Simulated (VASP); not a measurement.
# In (P6_3/mmc) in VASP: a series of runs

In is run at these levels: PBE+D3(BJ); tasks: single point.

Program: VASP 6.6.1. These are calculated values, not measurements. Logs are shortened: lines on timing, memory, paths and dates and some standing lists are left out, and cuts for length are marked.

## Step 1: The cell of the first run

It takes space group P6_3/mmc (No. 194, hexagonal). Conventional cell: a = 3.235 Å, b = 3.235 Å, c = 5.344 Å, α = 90.00°, β = 90.00°, γ = 120.00°. Within 4.3 Å of In (site symmetry -6m2) lie 12 In at 3.24 to 3.26 Å.

## Step 2: Single point, PBE+D3(BJ) (strain -0.030 along x and y, -0.030 along z)

File INCAR:

```
SYSTEM = In
PREC = Accurate ; ENCUT = 520
EDIFF = 1E-7 ; ISMEAR = 0
SIGMA = 0.15 ; LREAL = .False.
LASPH = .True. ; NELM = 80
ALGO = Fast ; ISIF = 2
LWAVE = .False. ; LCHARG = .False.
GGA = PE ; IVDW = 12
NBANDS = 20
```

File KPOINTS:

```
Automatic mesh
0
Gamma
  18 18 10
  0 0 0
```

File POSCAR:

```
In
1.0
    3.2354202386      0.0000000000      0.0000000000
   -1.6177101193      2.8019561185      0.0000000000
    0.0000000000      0.0000000000      5.3438686324
In
2
Direct
    0.3333333333      0.6666666667      0.2500000000
    0.6666666667      0.3333333333      0.7500000000
```

Potentials or basis: VASP PAW PBE potentials, release 64 (In_d).

On the command line:

```console
$ cat potpaw_PBE.64/In_d/POTCAR > POTCAR
$ mpirun -np 1 vasp_std > vasp.out
```

OUTCAR:

```text
SYSTEM = In
   PREC = Accurate
   ENCUT = 520
   EDIFF = 1E-7
   ISMEAR = 0
   LREAL = .False.
   LASPH = .True.
   NELM = 80
   ISIF = 2
   GGA = PE
   IVDW = 12
 IVDW          = 12

 ion  position               nearest neighbor table
   1  0.333  0.667  0.250-   2 3.26   2 3.26   2 3.26   2 3.26   2 3.26   2 3.26
   2  0.667  0.333  0.750-   1 3.26   1 3.26   1 3.26   1 3.26   1 3.26   1 3.26

  LATTYP: Found a hexagonal cell.
 ALAT       =     3.2354202386
 C/A-ratio  =     1.6516768266

  Lattice vectors:

 A1 = (   3.2354202386,   0.0000000000,   0.0000000000)
 A2 = (  -1.6177101193,   2.8019561185,   0.0000000000)
 A3 = (   0.0000000000,   0.0000000000,   5.3438686324)

Analysis of symmetry for initial positions (statically):
=====================================================================
 Subroutine PRICEL returns:
 Original cell was already a primitive cell.

 Routine SETGRP: Setting up the symmetry group for a
 hexagonal supercell.

 Subroutine GETGRP returns: Found 24 space group operations
 (whereof 12 operations were pure point group operations)
 out of a pool of 24 trial point group operations.

The static configuration has the point symmetry D_3d.
 The point group associated with its full space group is D_6h.

Analysis of symmetry for dynamics (positions and initial velocities):
=====================================================================
 Subroutine PRICEL returns:
 Original cell was already a primitive cell.

 Routine SETGRP: Setting up the symmetry group for a
 hexagonal supercell.

 Subroutine GETGRP returns: Found 24 space group operations
 (whereof 12 operations were pure point group operations)
 out of a pool of 24 trial point group operations.

The dynamic configuration has the point symmetry D_3d.
 The point group associated with its full space group is D_6h.

 Subroutine INISYM returns: Found 24 space group operations
 (whereof 12 operations are pure point group operations),
 and found     1 'primitive' translations

----------------------------------------------------------------------------------------

                                     Primitive cell

  volume of cell :      48.4449

  direct lattice vectors                    reciprocal lattice vectors
     3.235420239  0.000000000  0.000000000     0.309078860  0.178446763  0.000000000
    -1.617710119  2.801956119  0.000000000     0.000000000  0.356893526  0.000000000
     0.000000000  0.000000000  5.343868632     0.000000000  0.000000000  0.187130349

  length of vectors
     3.235420239  3.235420239  5.343868632     0.356893526  0.356893526  0.187130349

  position of ions in fractional coordinates (direct lattice)
     0.333333333  0.666666667  0.250000000
     0.666666667  0.333333333  0.750000000

  ion indices of the primitive-cell ions
   primitive index   ion index
                 1           1
                 2           2

----------------------------------------------------------------------------------------

 KPOINTS: Automatic mesh

Automatic generation of k-mesh.
 Grid dimensions read from file:
 generate k-points for:   18   18   10

 Generating k-lattice:

  Cartesian coordinates                     Fractional coordinates (reciprocal lattice)
     0.017171048  0.009913709  0.000000000     0.055555556 -0.000000000  0.000000000
     0.000000000  0.019827418  0.000000000     0.000000000  0.055555556  0.000000000
     0.000000000  0.000000000  0.018713035     0.000000000  0.000000000  0.100000000

  Length of vectors
     0.019827418  0.019827418  0.018713035

  Shift w.r.t. Gamma in fractional coordinates (k-lattice)
     0.000000000  0.000000000  0.000000000

 Subroutine IBZKPT returns following result:
 ===========================================

 Found    222 irreducible k-points:

 Following reciprocal coordinates:
            Coordinates               Weight
  0.000000  0.000000  0.000000      1.000000
  0.055556 -0.000000  0.000000      6.000000
  0.111111 -0.000000  0.000000      6.000000
  0.166667 -0.000000  0.000000      6.000000
  0.222222  0.000000  0.000000      6.000000
  0.277778 -0.000000  0.000000      6.000000
[... 16 lines left out ...]
  0.333333  0.111111  0.000000     12.000000
  0.388889  0.111111  0.000000     12.000000
 [... further k-points ...]
   k-points           NKPTS =    222   k-points in BZ     NKDIM =    222   number of bands    NBANDS=     20
   number of dos      NEDOS =    301   number of ions     NIONS =      2
   total plane-waves  NPLWV =  23040
   dimension x,y,z NGX =    24 NGY =   24 NGZ =   40
   dimension x,y,z NGXF=    48 NGYF=   48 NGZF=   80
   ions per type =               2
   NGX,Y,Z   is equivalent  to a cutoff of  12.33, 12.33, 12.44 a.u.
   NGXF,Y,Z  is equivalent  to a cutoff of  24.66, 24.66, 24.89 a.u.
 SYSTEM =  In
   PREC   = accura    normal or accurate (medium, high low for compatibility)
   ISTART =      0    job   : 0-new  1-cont  2-samecut
   ICHARG =      2    charge: 1-file 2-atom 10-const
   ISPIN  =      1    spin polarized calculation?
   LNONCOLLINEAR =      F non collinear calculations
   LSORBIT =      F    spin-orbit coupling
   LASPH  =      T    aspherical Exc in radial PAW
   ENCUT  =  520.0 eV  38.22 Ry    6.18 a.u.   6.02  6.02  9.94*2*pi/ulx,y,z
   NELM   =     80;   NELMIN=  2; NELMDL= -5     # of ELM steps
   EDIFF  = 0.1E-06   stopping-criterion for ELM
   LREAL  =      F    real-space projection
   EDIFFG = 0.1E-05   stopping-criterion for IOM
   NSW    =      0    number of steps for IOM
   IBRION =     -1    ionic relax: 0-MD 1-quasi-New 2-CG
   NFREE  =      0    steps in history (QN), initial steepest desc. (CG)
   ISIF   =      2    stress and relaxation
   ISYM   =      2    0-nonsym 1-usesym 2-fastsym
   POTIM  = 0.5000    time-step for ionic-motion
   TEBEG  =    0.0;   TEEND  =   0.0 temperature during run
   PSTRESS=    0.0 pullay stress
   NELECT =      26.0000    total number of electrons
   NUPDOWN=      -1.0000    fix difference up-down
   EMIN   =  10.00;   EMAX   =-10.00  energy-range for DOS
   EFERMI =   0.00;   METHOD = LEGACY
   ISMEAR =     0;   SIGMA  =   0.15  broadening in eV -4-tet -1-fermi 0-gaus
   EFERMI_NEDOS =   21; number of points for ismear=-14 and -15
   IALGO  =     68    algorithm
   IMIX   =      4    mixing-type and parameters
     AMIX     =   0.40;   BMIX     =  1.00
     AMIX_MAG =   1.60;   BMIX_MAG =  1.00
  volume/ion in A,a.u.               =      24.22       163.46
  Fermi-wavevector in a.u.,A,eV,Ry     =   1.330403  2.514098 24.081948  1.769973
  Thomas-Fermi vector in A             =   2.459493
   LORBIT       =      0    0 simple, 1 ext, 2 COOP (PROOUT), +10 PAW based schemes
   GGA     = PE    functional components
   LHFCALC =     F    Hartree Fock is set to
   AEXX    =    0.0000 exact exchange contribution
   IVDW    =    12    specifies the selected vdW correction
   LEPSILON=     F    determine dielectric tensor
   LRPA    =     F    only Hartree local field effects (RPA)
 non-spin polarized calculation
 RMM-DIIS sequential band-by-band and
 Gauss-broadening in eV      SIGMA  =   0.15
  energy-cutoff  :      520.00
  volume of cell :       48.44
 maximum number of plane-waves:      1325
   NGX = 13   NGY = 13   NGZ = 19

 number of electron      26.0000012 magnetization

 Free energy of the ion-electron system (eV)
  ---------------------------------------------------
  ext. energy  EPLUGINS =         0.00000000
  ---------------------------------------------------
  free energy    TOTEN  =        -4.98744329 eV

  energy without entropy =       -4.97510208  energy(sigma->0) =       -4.98127269

 E-fermi :   8.4847     XC(G=0): -10.6257

 val. band max:        8.4817164257   @ k =   0.3889   0.2222   0.2000
 cond. band min:       8.5195203088   @ k =   0.3889   0.0556   0.3000
 fundamental gap:      0.0378038831
 Fermi energy:         8.4846599906

 k-point     1 :       0.0000    0.0000    0.0000
  band No.  band energies     occupation
      1      -6.3940      2.00000
      2      -6.3048      2.00000
      3      -6.2625      2.00000
      4      -6.2625      2.00000
      5      -6.2273      2.00000
      6      -6.2273      2.00000
[... 12 lines left out ...]
     19      19.5602      0.00000
     20      20.3218      0.00000

 k-point     2 :       0.0556   -0.0000    0.0000
  band No.  band energies     occupation
      1      -6.3876      2.00000
      2      -6.3074      2.00000
      3      -6.2567      2.00000
      4      -6.2515      2.00000
      5      -6.2275      2.00000
      6      -6.2169      2.00000
[... 12 lines left out ...]
     19      20.4015      0.00000
     20      20.6585      0.00000

 k-point     3 :       0.1111   -0.0000    0.0000
  band No.  band energies     occupation
      1      -6.3775      2.00000
      2      -6.3105      2.00000
      3      -6.2441      2.00000
      4      -6.2203      2.00000
      5      -6.2195      2.00000
      6      -6.1867      2.00000
[... 12 lines left out ...]
     19      20.2164      0.00000
     20      20.8792      0.00000

 k-point     4 :       0.1667   -0.0000    0.0000
  band No.  band energies     occupation
      1      -6.3892      2.00000
      2      -6.2937      2.00000
      3      -6.2472      2.00000
      4      -6.1981      2.00000
      5      -6.1828      2.00000
      6      -6.1777      2.00000
[... 12 lines left out ...]
     19      19.9855      0.00000
     20      20.4939      0.00000

 k-point     5 :       0.2222    0.0000    0.0000
  band No.  band energies     occupation
      1      -6.4202      2.00000
      2      -6.2807      2.00000
      3      -6.2396      2.00000
      4      -6.2371      2.00000
      5      -6.1990      2.00000
      6      -6.1290      2.00000
[... 12 lines left out ...]
     19      19.3717      0.00000
     20      20.4729      0.00000
[... 353 lines left out ...]
      6      -6.1071      2.00000
[... 12 lines left out ...]
     19      18.2099      0.00000
     20      19.1580      0.00000

 k-point    22 :       0.2778    0.1111    0.0000
  band No.  band energies     occupation
      1      -6.4451      2.00000
      2      -6.3426      2.00000
      3      -6.2945      2.00000
      4      -6.2477      2.00000
      5      -6.1750      2.00000
      6      -6.0966      2.00000
[... 12 lines left out ...]
     19      17.7769      0.00000
     20      18.8693      0.00000

 k-point    23 :       0.3333    0.1111    0.0000
  band No.  band energies     occupation
      1      -6.4711      2.00000
      2      -6.3811      2.00000
      3      -6.2995      2.00000
      4      -6.2560      2.00000
      5      -6.1422      2.00000
      6      -6.1207      2.00000
[... 12 lines left out ...]
     19      17.4753      0.00000
     20      18.6543      0.00000

 k-point    24 :       0.3889    0.1111    0.0000
  band No.  band energies     occupation
      1      -6.4880      2.00000
      2      -6.4062      2.00000
      3      -6.3053      2.00000
      4      -6.2602      2.00000
      5      -6.1369      2.00000
      6      -6.1173      2.00000
[... 12 lines left out ...]
     19      17.2959      0.00000
     20      18.5234      0.00000

 [... further k-points ...]

------------------------ aborting loop because EDIFF is reached ----------------------------------------

 Edisp (eV)   -0.73230

 E8    (eV) :    -0.3657

  FORCE on cell =-STRESS in cart. coord.  units (eV):
  Direction    XX          YY          ZZ          XY          YZ          ZX
  --------------------------------------------------------------------------------------
  -------------------------------------------------------------------------------------
  Total       1.23187     1.23187     1.08869     0.00000    -0.00000     0.00000
  in kB      40.74070    40.74070    36.00519     0.00000    -0.00000     0.00000
  external pressure =       39.16 kB  Pullay stress =        0.00 kB

 VOLUME and BASIS-vectors are now :
 -----------------------------------------------------------------------------
  energy-cutoff  :      520.00
  volume of cell :       48.44
      direct lattice vectors                 reciprocal lattice vectors
     3.235420239  0.000000000  0.000000000     0.309078860  0.178446763  0.000000000
    -1.617710119  2.801956119  0.000000000     0.000000000  0.356893526  0.000000000
     0.000000000  0.000000000  5.343868632     0.000000000  0.000000000  0.187130349

 POSITION                                       TOTAL-FORCE (eV/Angst)
 -----------------------------------------------------------------------------------
     -0.00000      1.86797      1.33597        -0.000000      0.000000      0.000000
      1.61771      0.93399      4.00790         0.000000     -0.000000      0.000000
 -----------------------------------------------------------------------------------
    total drift:                               -0.000000      0.000000      0.000000

  FREE ENERGIE OF THE ION-ELECTRON SYSTEM (eV)
  ---------------------------------------------------
  free  energy   TOTEN  =        -5.7197420994 eV

  energy  without entropy=       -5.7074008860  energy(sigma->0) =       -5.71357149
```

It took 68 s on 1 thread of Intel Xeon 6975P-C (Granite Rapids), shared host; peak memory 0.29 GiB.

What came out:

* Free energy: -5.7197 eV
* Pressure: 3.9 GPa
* Band gap on the k mesh: zero (band 13 reaches 12.27 eV, above the bottom of band 14 at 5.56 eV)
* Dispersion energy per atom: -0.366 eV

Caveat: the cell differs from its parent crystal (strain -0.030 along x and y, -0.030 along z); spin-orbit coupling is left out, which moves the levels of the heavy elements; pairwise dispersion overbinds metals, which lowers pressure and volume.

(Part 1 of 2 ends here.)
